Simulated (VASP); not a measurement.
# B4Pb5O11 in VASP: further runs

The runs below take B4Pb5O11 through single point, with PBE.

All numbers are computed with VASP 6.6.1; they aren't measurements. Logs are shortened: lines on timing, memory, paths and dates and some standing lists are left out, and cuts for length are marked.

### Step 1. The cell of the first run

The cell holds a disordered packing, 20 atoms: a = 6.970 Å, b = 6.799 Å, c = 6.978 Å, α = 90.71°, β = 94.91°, γ = 92.82°.

### Step 2. Single point, PBE

INCAR

```
SYSTEM = B4Pb5O11
  ALGO = Normal
  EDIFF = 1E-6
  ENCUT = 520
  GGA = PE
  ISIF = 2
  ISMEAR = -1
  ISYM = 0
  LASPH = .True.
  LCHARG = .True.
  LELF = .True.
  LREAL = Auto
  LVHAR = .True.
  LWAVE = .False.
  NBANDS = 90
  NELM = 100
  PREC = Accurate
  SIGMA = 0.293
```

KPOINTS

```
k-points
0
Gamma
  1 1 1
  0 0 0
```

POSCAR

```
B4Pb5O11
1.0
    6.9609960000     -0.1702740000     -0.2994950000
   -0.1702740000      6.7969110000     -0.0464410000
   -0.2994950000     -0.0464410000      6.9712270000
Pb O B
5 11 4
Direct
    0.6432273103      0.3224317246      0.2907527491
    0.4348481863      0.7967008367      0.3892754376
    0.1741963866      0.1579439691      0.0406103578
    0.8829506772      0.5581432758      0.8099228507
    0.9716095987      0.8674157277      0.5136118607
    0.3941817495      0.4643703795      0.3993935770
    0.1673956685      0.4612018311      0.1125658137
    0.7578116210      0.2237659951      0.8688429896
    0.8156066261      0.8592492598     -0.0582859371
    0.5857862329      1.0316564609      0.5861411779
    0.2185089331      0.5683000760      0.6298238110
    0.2236655512      0.1869519677      0.6744785316
    0.1209365452      0.8135947695      0.1488531424
    0.8291337388      0.6305067691      0.2951158776
    0.4504088685      0.9092094411      0.9962690642
    0.8526056093      0.2710804892      0.5843412309
    0.1486977992      0.6193125345      0.1730111128
    0.7502834929      0.1538763321      0.6704627931
    0.6161446751      0.8973332709     -0.0574931352
    0.2474937161      0.3873190480      0.6495414099
```

Potentials or basis: VASP PAW PBE potentials, release 64 (Pb_d, O, B).

Launch:

```
> cat potpaw_PBE.64/Pb_d/POTCAR potpaw_PBE.64/O/POTCAR potpaw_PBE.64/B/POTCAR > POTCAR
> mpirun -np 1 vasp_gam > vasp.out
```

OUTCAR:

```text
SYSTEM = B4Pb5O11
   EDIFF = 1E-6
   ENCUT = 520
   GGA = PE
   ISIF = 2
   ISMEAR = -1
   ISYM = 0
   LASPH = .True.
   LREAL = Auto
   NELM = 100
   PREC = Accurate

 ion  position               nearest neighbor table
   1  0.643  0.322  0.291-   6 2.21  14 2.41  16 2.45  10 2.91  18 2.95   2 3.68   3 3.69   2 3.88
                             4 4.13
   2  0.435  0.797  0.389-  10 2.25   6 2.27  17 2.63  13 2.65  11 2.79  15 2.87   5 3.47   1 3.68
                             5 3.77   1 3.88   3 3.88
   3  0.174  0.158  0.041-   7 2.12  13 2.49  12 2.62  15 2.66   1 3.69   4 3.77   2 3.88
   4  0.883  0.558  0.810-   9 2.32   8 2.45  16 2.48  11 2.75   7 2.88  18 2.98  17 3.02   5 3.05
                            20 3.13   3 3.77   1 4.13
   5  0.972  0.867  0.514-  14 2.33  11 2.81  18 2.81  13 2.86  12 2.88  16 2.95  10 3.04   4 3.05
                             2 3.47   2 3.77
   6  0.394  0.464  0.399-   1 2.21   2 2.27
   7  0.167  0.461  0.113-  17 1.17   3 2.12   4 2.88
   8  0.758  0.224  0.869-  18 1.45   4 2.45
   9  0.816  0.859  0.942-  19 1.43   4 2.32
  10  0.586  0.032  0.586-  18 1.46   2 2.25   1 2.91   5 3.04
  11  0.219  0.568  0.630-  20 1.26   4 2.75   2 2.79   5 2.81
  12  0.224  0.187  0.674-  20 1.38   3 2.62   5 2.88
  13  0.121  0.814  0.149-  17 1.35   3 2.49   2 2.65   5 2.86
  14  0.829  0.631  0.295-   5 2.33   1 2.41
  15  0.450  0.909  0.996-  19 1.25   3 2.66   2 2.87
  16  0.853  0.271  0.584-  18 1.24   1 2.45   4 2.48   5 2.95
  17  0.149  0.619  0.173-   7 1.17  13 1.35   2 2.63   4 3.02
  18  0.750  0.154  0.670-  16 1.24   8 1.45  10 1.46   5 2.81   1 2.95   4 2.98
  19  0.616  0.897  0.943-  15 1.25   9 1.43
  20  0.247  0.387  0.650-  11 1.26  12 1.38   4 3.13

IMPORTANT INFORMATION: All symmetrisations will be switched off!
NOSYMM: (Re-)initialisation of all symmetry stuff for point group C_1.

----------------------------------------------------------------------------------------

                                     Primitive cell

  volume of cell :     329.0000

  direct lattice vectors                    reciprocal lattice vectors
     6.960996000 -0.170274000 -0.299495000     0.144014136  0.003650236  0.006211394
    -0.170274000  6.796911000 -0.046441000     0.003650236  0.147224875  0.001137604
    -0.299495000 -0.046441000  6.971227000     0.006211394  0.001137604  0.143721200

  length of vectors
     6.969516181  6.799202096  6.977811971     0.144194233  0.147274513  0.143859859

  position of ions in fractional coordinates (direct lattice)
     0.643227310  0.322431725  0.290752749
     0.434848186  0.796700837  0.389275438
     0.174196387  0.157943969  0.040610358
     0.882950677  0.558143276  0.809922851
     0.971609599  0.867415728  0.513611861
     0.394181749  0.464370379  0.399393577
[... 12 lines left out ...]
     0.616144675  0.897333271  0.942506865
     0.247493716  0.387319048  0.649541410

  ion indices of the primitive-cell ions
   primitive index   ion index
                 1           1
                 2           2
                 3           3
                 4           4
                 5           5
                 6           6
[... 12 lines left out ...]
                19          19
                20          20

----------------------------------------------------------------------------------------

 KPOINTS: k-points

Automatic generation of k-mesh.
 Grid dimensions read from file:
 generate k-points for:    1    1    1

 Generating k-lattice:

  Cartesian coordinates                     Fractional coordinates (reciprocal lattice)
     0.144014136  0.003650236  0.006211394     1.000000000  0.000000000  0.000000000
     0.003650236  0.147224875  0.001137604    -0.000000000  1.000000000  0.000000000
     0.006211394  0.001137604  0.143721200     0.000000000  0.000000000  1.000000000

  Length of vectors
     0.144194233  0.147274513  0.143859859

  Shift w.r.t. Gamma in fractional coordinates (k-lattice)
     0.000000000  0.000000000  0.000000000

 Subroutine IBZKPT returns following result:
 ===========================================

 Found      1 irreducible k-points:

 Following reciprocal coordinates:
            Coordinates               Weight
  0.000000  0.000000  0.000000      1.000000
   k-points           NKPTS =      1   k-points in BZ     NKDIM =      1   number of bands    NBANDS=     90
   number of dos      NEDOS =    301   number of ions     NIONS =     20
   total plane-waves  NPLWV = 157464
   dimension x,y,z NGX =    54 NGY =   54 NGZ =   54
   dimension x,y,z NGXF=   108 NGYF=  108 NGZF=  108
   ions per type =               5  11   4
   NGX,Y,Z   is equivalent  to a cutoff of  12.88, 13.20, 12.87 a.u.
   NGXF,Y,Z  is equivalent  to a cutoff of  25.76, 26.41, 25.73 a.u.
 SYSTEM =  B4Pb5O11
   PREC   = accura    normal or accurate (medium, high low for compatibility)
   ISTART =      0    job   : 0-new  1-cont  2-samecut
   ICHARG =      2    charge: 1-file 2-atom 10-const
   ISPIN  =      1    spin polarized calculation?
   LNONCOLLINEAR =      F non collinear calculations
   LSORBIT =      F    spin-orbit coupling
   LASPH  =      T    aspherical Exc in radial PAW
   ENCUT  =  520.0 eV  38.22 Ry    6.18 a.u.  12.96 12.64 12.97*2*pi/ulx,y,z
   NELM   =    100;   NELMIN=  2; NELMDL= -5     # of ELM steps
   EDIFF  = 0.1E-05   stopping-criterion for ELM
   LREAL  =      T    real-space projection
   EDIFFG = 0.1E-04   stopping-criterion for IOM
   NSW    =      0    number of steps for IOM
   IBRION =     -1    ionic relax: 0-MD 1-quasi-New 2-CG
   NFREE  =      0    steps in history (QN), initial steepest desc. (CG)
   ISIF   =      2    stress and relaxation
   ISYM   =      0    0-nonsym 1-usesym 2-fastsym
   POTIM  = 0.5000    time-step for ionic-motion
   TEBEG  =    0.0;   TEEND  =   0.0 temperature during run
   PSTRESS=    0.0 pullay stress
   NELECT =     148.0000    total number of electrons
   NUPDOWN=      -1.0000    fix difference up-down
   EMIN   =  10.00;   EMAX   =-10.00  energy-range for DOS
   EFERMI =   0.00;   METHOD = LEGACY
   ISMEAR =    -1;   SIGMA  =   0.29  broadening in eV -4-tet -1-fermi 0-gaus
   EFERMI_NEDOS =   21; number of points for ismear=-14 and -15
   IALGO  =     38    algorithm
   IMIX   =      4    mixing-type and parameters
     AMIX     =   0.40;   BMIX     =  1.00
     AMIX_MAG =   1.60;   BMIX_MAG =  1.00
  volume/ion in A,a.u.               =      16.45       111.01
  Fermi-wavevector in a.u.,A,eV,Ry     =   1.254383  2.370440 21.408444  1.573476
  Thomas-Fermi vector in A             =   2.388190
   LORBIT       =      0    0 simple, 1 ext, 2 COOP (PROOUT), +10 PAW based schemes
   GGA     = PE    functional components
   LHFCALC =     F    Hartree Fock is set to
   AEXX    =    0.0000 exact exchange contribution
   IVDW    =     0    specifies the selected vdW correction
   LEPSILON=     F    determine dielectric tensor
   LRPA    =     F    only Hartree local field effects (RPA)
 non-spin polarized calculation
  energy-cutoff  :      520.00
  volume of cell :      329.00
 maximum number of plane-waves:      4414
 NGX is ok and might be reduce to    50
   NGX = 25   NGY = 25   NGZ = 25

 number of electron     148.0000026 magnetization

 Free energy of the ion-electron system (eV)
  ---------------------------------------------------
  ext. energy  EPLUGINS =         0.00000000
  ---------------------------------------------------
  free energy    TOTEN  =      -122.25924782 eV

  energy without entropy =     -121.76984199  energy(sigma->0) =     -122.01454491

 E-fermi :   3.7142     XC(G=0):  -9.2595

 val. band max:        2.7775550806   @ k =   0.0000   0.0000   0.0000
 cond. band min:       4.5430843691   @ k =   0.0000   0.0000   0.0000
 fundamental gap:      1.7655292885
 Fermi energy:         3.7141552801

 k-point     1 :       0.0000    0.0000    0.0000
  band No.  band energies     occupation
      1     -18.3199      2.00000
      2     -16.8429      2.00000
      3     -16.4952      2.00000
      4     -16.3756      2.00000
      5     -16.0139      2.00000
      6     -15.3038      2.00000
[... 78 lines left out ...]
     85       7.9209      0.00000
     86       8.0841      0.00000
 [bands above 86 left out]

------------------------ aborting loop because EDIFF is reached ----------------------------------------

  FORCE on cell =-STRESS in cart. coord.  units (eV):
  Direction    XX          YY          ZZ          XY          YZ          ZX
  --------------------------------------------------------------------------------------
  -------------------------------------------------------------------------------------
  Total        2.9945961     15.4455887      8.9560188     -0.1969847      0.1629592     -3.6520743
  in kB       14.5832032     75.2175410     43.6143758     -0.9592837      0.7935852    -17.7850164
  external PRESSURE =      44.4717066 kB  Pullay stress =       0.0000000 kB

 VOLUME and BASIS-vectors are now :
 -----------------------------------------------------------------------------
  energy-cutoff  :      520.00
  volume of cell :      329.00
      direct lattice vectors                 reciprocal lattice vectors
     6.960996000 -0.170274000 -0.299495000     0.144014136  0.003650236  0.006211394
    -0.170274000  6.796911000 -0.046441000     0.003650236  0.147224875  0.001137604
    -0.299495000 -0.046441000  6.971227000     0.006211394  0.001137604  0.143721200

 POSITION                                       TOTAL-FORCE (eV/Angst)
 -----------------------------------------------------------------------------------
      4.33552      2.06851      1.81929         0.946503      0.401358     -0.051513
      2.77473      5.32298      2.54649         0.803268     -0.084084      0.072319
      1.17352      1.04198      0.22360        -0.057306     -2.806769     -1.741195
      5.80861      3.60569      5.35580        -0.302757     -1.795786      0.682799
      6.46185      5.70645      3.24923         0.130652     -0.351353     -1.788533
      2.54521      3.07062      2.64464         1.773003     -1.283902     -0.408671
[... 12 lines left out ...]
      3.85391      5.95041      6.34422         5.598055      0.075501      0.035636
      1.46232      2.56027      4.43599        -0.156736     -4.333888     -1.584678
 -----------------------------------------------------------------------------------
    total drift:                                0.001899     -0.003877     -0.007464

  FREE ENERGIE OF THE ION-ELECTRON SYSTEM (eV)
  ---------------------------------------------------
  free  energy   TOTEN  =      -122.2592478243 eV

  energy  without entropy=     -121.7698419904  energy(sigma->0) =     -122.01454491
```

Wall time 2.6 min (1 thread of Intel Xeon 8259CL, shared host); peak memory 0.37 GiB.

Results:

```
Free energy   : -122.2592 eV
Pressure      : 4.4 GPa
Largest force : 11.028 eV/Å
```

Forces in eV/Å, atoms in the order of the input:
```
Pb   0.947  0.401 -0.052
Pb   0.803 -0.084  0.072
Pb  -0.057 -2.807 -1.741
Pb  -0.303 -1.796  0.683
Pb   0.131 -0.351 -1.789
O    1.773 -1.284 -0.409
O    0.271 -5.889 -3.132
O   -0.275 -0.092  0.968
O   -5.166  1.046 -0.737
O    2.859  0.584  1.234
O   -1.598  1.763  2.437
O    0.682  3.798  0.743
O    1.102 -2.805  1.757
O   -0.796  0.067  1.218
O   -0.503 -0.165  0.139
O    3.624  2.848 -5.847
B   -2.892 10.550  1.391
B   -6.042 -1.528  4.614
B    5.598  0.076  0.036
B   -0.157 -4.334 -1.585
```

Stress tensor (GPa, compression positive):
```
 1.46 -0.10 -1.78
-0.10  7.52  0.08
-1.78  0.08  4.36
```

Levels at points of the mesh, in eV from the Fermi level:
```tsv
k point	band 71	band 72	band 73	band 74	band 75	band 76	band 77	band 78
(0.00, 0.00, 0.00)	-1.40	-1.30	-1.15	-0.94	0.83	1.02	1.68	2.15
```

Caveat: the k points lie up to 0.93 Å⁻¹ apart; the atoms stand as in a frame of molecular dynamics; spin-orbit coupling is left out, which moves the levels of the heavy elements.

### Step 3. Single point, PBE

INCAR

```
SYSTEM = B4Pb5O11
ALGO = Normal ; EDIFF = 1E-6
ENCUT = 520 ; GGA = PE
ISIF = 2 ; ISMEAR = -1
ISYM = 0 ; LASPH = .TRUE.
LCHARG = .FALSE. ; LREAL = Auto
LWAVE = .FALSE. ; NBANDS = 90
NELM = 80 ; PREC = Accurate
SIGMA = 0.2111
```

KPOINTS

```
k-points
0
G
  1 1 1
  0 0 0
```

POSCAR

```
B4Pb5O11
1.0
    6.9609960000     -0.1702740000     -0.2994950000
   -0.1702740000      6.7969110000     -0.0464410000
   -0.2994950000     -0.0464410000      6.9712270000
Pb O B
5 11 4
Direct
    0.6618686852      0.2714320119      0.2826640039
    0.4805370209      0.7260795451      0.4215690144
    0.1308327164      0.2448483992      0.0095684374
    0.8567930787      0.5816710346      0.8417060049
    0.9785061572      0.8592209234      0.5017761981
    0.3781795382      0.3662078792      0.4498658473
    0.2827098079      0.5637182863     -0.0086369566
    0.7874700523      0.2509062727      0.8933039595
    0.8994081671      0.9195612233      0.9384373213
    0.6400496123      0.0780768460      0.6079878944
    0.1661416636      0.6023557685      0.6188915670
    0.2339052749      0.2573586597      0.6800654252
    0.2121259074      0.8741548032      0.1973013175
    0.8009159440      0.7476145942      0.2374776047
    0.5516348564      1.0201261609      1.0137734090
    0.8927379435      0.3427283175      0.5843287267
    0.2468601544      0.7287040186      0.0927734996
    0.7486352540      0.2128754846      0.6854633576
    0.7175004812      0.9527412977      0.9843700492
    0.2754042980      0.4294531123      0.5886693178
```

Potentials or basis: VASP PAW PBE potentials, release 64 (Pb_d, O, B).

Launch:

```
> cat potpaw_PBE.64/Pb_d/POTCAR potpaw_PBE.64/O/POTCAR potpaw_PBE.64/B/POTCAR > POTCAR
> mpirun -np 1 vasp_gam > vasp.out
```

Wall time 2.2 min (1 thread of Intel Xeon 8259CL, shared host); peak memory 0.37 GiB.

Results (log left out):

```yaml
Free_energy: -123.9578 eV
Pressure: 1.4 GPa
Largest_force: 6.508 eV/Å
```

Forces on the atoms (eV/Å):
```
Pb  -0.018  0.261  0.977
Pb   0.975  0.613  0.246
Pb   0.927 -1.317 -1.529
Pb  -0.183 -0.363 -0.352
Pb   0.756  0.441 -0.832
O    2.695  2.381 -3.589
O   -0.790  3.893  2.678
O    0.182  1.307 -0.086
O   -2.578  0.445 -0.238
O   -2.277 -3.279 -2.770
O    2.476 -0.508 -0.843
O   -0.759 -0.641  3.340
O    0.455 -0.302  0.220
O   -1.270 -0.564  1.209
O    0.400 -1.849  0.307
O   -3.678 -1.358  0.134
B    0.469 -2.853 -2.528
B    4.979  3.838  1.683
B    1.521  0.969  0.088
B   -4.282 -1.113  1.885
```

Stress tensor (GPa, compression positive):
```
 0.03  2.71  3.04
 2.71  3.21 -3.90
 3.04 -3.90  1.05
```

Levels at points of the mesh, in eV from the Fermi level:
```
           k point  band 72  band 73  band 74  band 75  band 76  band 77
(0.00, 0.00, 0.00)    -1.02    -0.86    -0.53     0.45     1.44     1.88
```

Caveat: the k points lie up to 0.93 Å⁻¹ apart; the atoms stand as in a frame of molecular dynamics; spin-orbit coupling is left out, which moves the levels of the heavy elements.

### Step 4. Single point, PBE

INCAR

```
ALGO = Normal
EDIFF = 1E-6
ENCUT = 520
GGA = PE
ISIF = 2
ISMEAR = -1
ISYM = 0
LASPH = T
LCHARG = T
LELF = T
LREAL = Auto
LVHAR = T
LWAVE = F
NBANDS = 90
NELM = 80
PREC = Accurate
SIGMA = 0.2111
```

KPOINTS

```
k-points
0
Gamma
  1 1 1
```

POSCAR

```
B4Pb5O11
1.0
    6.9609960000     -0.1702740000     -0.2994950000
   -0.1702740000      6.7969110000     -0.0464410000
   -0.2994950000     -0.0464410000      6.9712270000
Pb O B
5 11 4
Direct
    0.7038023908      0.2839978362      0.2472334412
    0.4948244002      0.7512311098      0.4025594573
    0.1502208081      0.2075593135     -0.0631880667
    0.8022334844      0.6156178812      0.7999277355
    0.9557789158      0.8635899479      0.4779121362
    0.3491049693      0.3279902857      0.3374449562
    0.0761220770      0.5449256097     -0.0441148923
    0.7421021830      0.2517383004      0.9152067307
    0.8789206356      0.9252813878      0.9526692114
    0.7167854686     -0.0274227231      0.6873508961
    0.1929648739      0.5640841809      0.5910310550
    0.2779670482      0.2465614978      0.6556920760
    0.2434137739      0.7928322550      0.2021756186
    0.7849398283      0.6211826288      0.2937102602
    0.5206497519      0.8152500614      0.8859411730
    0.8450679554      0.2836573523      0.5628146894
    0.1538989009      0.6617907938      0.0700274396
    0.7851483066      0.1915640581      0.7149396252
    0.6926814460      0.9530885399      0.8942171894
    0.2292750730      0.3569189236      0.5015304206
```

Launch:

```
> cat potpaw_PBE.64/Pb_d/POTCAR potpaw_PBE.64/O/POTCAR potpaw_PBE.64/B/POTCAR > POTCAR
> mpirun -np 1 vasp_gam > vasp.out
```

It took 2.4 min on 1 thread of Intel Xeon 8259CL, shared host; peak memory 0.37 GiB.

It converged, with:

```yaml
Free_energy: -124.3882 eV
Pressure: 0.8 GPa
Largest_force: 10.056 eV/Å
```

Forces in eV/Å, atoms in the order of the input:
```
Pb  -1.015  0.835  1.283
Pb  -0.732 -0.843  0.990
Pb   1.183 -0.853  0.073
Pb  -2.428 -0.855 -0.045
Pb   2.782 -1.092 -1.432
O   -1.861  0.661  0.334
O   -0.770 -3.439 -2.134
O    1.048  0.439 -3.488
O    2.111 -0.728  3.321
O   -0.359  4.463 -1.986
O   -0.466 -0.969 -2.736
O   -0.887 -2.202  0.284
O   -3.087 -2.169 -3.477
O   -0.503 -0.323 -0.285
O    2.299  1.924  1.848
O   -0.179  0.058  1.755
B    4.240  6.491  6.404
B   -2.363 -1.850 -0.314
B   -2.705 -3.163 -1.750
B    3.692  3.615  1.353
```

Stress tensor (GPa, compression positive):
```
 0.85 -2.01  5.73
-2.01 -0.19 -5.77
 5.73 -5.77  1.87
```

Levels at points of the mesh, in eV from the Fermi level:
```csv
k point,band 71,band 72,band 73,band 74,band 75,band 76,band 77,band 78
"(0.00, 0.00, 0.00)",-1.71,-1.56,-1.16,-0.85,0.82,1.37,1.43,1.68
```

Caveat: the k points lie up to 0.93 Å⁻¹ apart; the atoms stand as in a frame of molecular dynamics; spin-orbit coupling is left out, which moves the levels of the heavy elements.

(Part 1 of 2 ends here.)
